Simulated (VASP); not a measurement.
# Zn3CdTe4: single point with PBE

The system is Zn3CdTe4.

```
CELL_PARAMETERS angstrom
4.24833 0.00000 0.00000
0.00000 4.24833 0.00000
0.00000 0.00000 12.13014
ATOMIC_POSITIONS crystal
Zn 0.00000 0.00000 0.75994
Zn 0.50000 0.50000 0.00000
Zn 0.00000 0.00000 0.24006
Cd 0.50000 0.50000 0.50000
Te 0.50000 0.00000 0.88001
Te 0.00000 0.50000 0.11999
Te 0.50000 0.00000 0.35921
Te 0.00000 0.50000 0.64079
```

This cell differs from its parent crystal: volume scaled by 0.88, then relaxed in part.

| Property | Result |
| --- | --- |
| Program | VASP 6.6.1 |
| Task | single point |
| Functional | PBE |
| Potentials or basis | VASP PAW PBE potentials, release 64 (Zn, Cd, Te) |
| Cutoff | 520 eV |
| k mesh | 6 × 6 × 2 |
| Occupations | gaussian, width 0.02 eV |
| Spin | no spin polarisation |
| Dipole correction | no |
| Further INCAR settings | ALGO = Normal; EDIFF = 1e-06; NBANDS = 46 |

```
Pressure               : 7.2 GPa
Largest force          : 0.009 eV/Å
Band gap on the k mesh : 1.41 eV, direct
```

Forces in eV/Å, atoms in the order of the input:
```
Zn   0.000  0.000  0.001
Zn   0.000  0.000  0.000
Zn   0.000  0.000 -0.001
Cd   0.000  0.000  0.000
Te   0.000  0.000  0.000
Te   0.000  0.000  0.000
Te   0.000  0.000 -0.009
Te   0.000  0.000  0.009
```

Levels at points of the mesh, in eV from the valence-band top:
```
           k point  band 32  band 33  band 34  band 35  band 36  band 37  band 38  band 39  band 40  band 41
(0.00, 0.00, 0.00)    -1.30    -1.30    -0.10     0.00     0.00     1.41     2.11     2.15     2.65     2.81
(0.50, 0.00, 0.00)    -1.19    -1.14    -1.05    -1.03    -0.67     1.78     1.85     3.09     3.46     4.73
(0.50, 0.50, 0.00)    -2.93    -2.49    -2.42    -2.42    -2.39     2.10     2.19     2.19     2.38     4.66
(0.00, 0.00, 0.50)    -1.38    -0.63    -0.63    -0.41    -0.41     2.06     2.13     2.52     2.63     3.00
(0.50, 0.00, 0.50)    -1.84    -1.19    -1.18    -1.14    -0.68     2.54     2.60     2.63     2.87     4.44
(0.50, 0.50, 0.50)    -2.77    -2.77    -2.67    -2.62    -2.62     2.90     3.02     3.02     3.08     3.10
```

Run time: 2.3 min on 1 thread of Intel(R) Xeon(R) Platinum 8375C CPU @ 2.90GHz (Ice Lake), on a shared host, peak memory 0.4 GiB.

Caveat: spin-orbit coupling is left out, which moves the levels of the heavy elements. A k mesh can miss the band edges.
